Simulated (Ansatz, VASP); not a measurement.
## One calculation of AlN, two programs

```
CELL_PARAMETERS angstrom
0.00000 1.97138 1.97138
1.97138 0.00000 1.97138
1.97138 1.97138 0.00000
ATOMIC_POSITIONS crystal
Al 0.00000 0.00000 0.00000
N 0.50000 0.50000 0.50000
```

Change from the starting cell: volume scaled by 0.99.

Alike in both runs: task single point; functional LDA; k mesh 10 × 10 × 10; occupations fermi-dirac, width 0.02 eV; no spin polarisation.

|  | VASP | Ansatz |
| --- | --- | --- |
| version | VASP 6.6.1 | Ansatz 0.2.0 |
| potentials or method | VASP PAW LDA potentials, release 64 (Al, N), cutoff 520 eV | all-electron LAPW, scalar-relativistic |

|  | VASP | Ansatz | Ansatz less VASP |
| --- | --- | --- | --- |
| gap on the k mesh at the Fermi level (eV) | 5.05 | 5.07 | +0.022 |
| pressure (GPa) | 16.6 | 15.8 | -0.82 |

LDA's correlation is that of Perdew and Zunger in VASP and of Perdew and Wang (1992) in Ansatz. Ansatz ran all-electron here, and VASP with PAW potentials.
